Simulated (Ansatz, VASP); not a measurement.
**One calculation of SiC, two programs**

File INCAR:

```
PREC = Accurate ; ENCUT = 520
EDIFF = 1E-6 ; ISMEAR = -1
SIGMA = 0.02 ; LREAL = False
LASPH = True ; NELM = 100
ALGO = Normal ; ISIF = 2
LWAVE = False ; LCHARG = False
GGA = PE ; NBANDS = 11
```

Contents of KPOINTS:

```
regular mesh
0
Gamma
  10 10 10
```

Contents of POSCAR:

```
SiC
1.0
    0.0000000000      2.2046245912      2.2046245912
    2.2046245912      0.0000000000      2.2046245912
    2.2046245912      2.2046245912      0.0000000000
Si C
1 1
Direct
    0.0000000000      0.0000000000      0.0000000000
    0.2500000000      0.2500000000      0.2500000000
```

Input for Ansatz:

```yaml
crystal:
  lattice:
    - [0.0, 2.2046245912, 2.2046245912]
    - [2.2046245912, 0.0, 2.2046245912]
    - [2.2046245912, 2.2046245912, 0.0]
  atoms:
    - { symbol: Si, position: [0.0, 0.0, 0.0] }
    - { symbol: C, position: [0.25, 0.25, 0.25] }
kpoints:
  mp_grid: { grid: [10, 10, 10] }
  band_path:
    path:
      - [0.0, 0.0, 0.0]
      - [-0.5, -0.5, 0.0]
      - [-0.375, -0.375, 0.25]
      - [-0.375, 0.0, 0.375]
      - [0.0, 0.0, 0.5]
      - [-0.5, -0.25, 0.25]
    npoints: 1
hamiltonian:
  xc: pbe
scf:
  occupations: { method: fermi_dirac, width: 0.02 }
  n_extra_bands: 4
output:
  forces: true
  stress: true
  eigenvalues: true
```

Change from the starting cell: hydrostatic strain +1.2%.

Alike in both runs: task single point; functional PBE; k mesh 10 × 10 × 10; occupations fermi-dirac, width 0.02 eV; no spin polarisation.

|  | VASP | Ansatz |
| --- | --- | --- |
| version | VASP 6.6.1 | Ansatz 0.2.0 |
| potentials or method | VASP PAW PBE potentials, release 64 (Si, C) | plane waves, PAW |
| plane-wave cutoff (eV) | 520 | 420 |
| valence electrons in the cell | 8 | 8 |

```csv
,VASP,Ansatz,Ansatz less VASP
gap on the k mesh at the Fermi level (eV),1.39,1.39,+0.002
pressure (GPa),-4.2,-4.1,+0.04
```

The functional is the same, so the differences come from potentials, cutoffs and numerics.
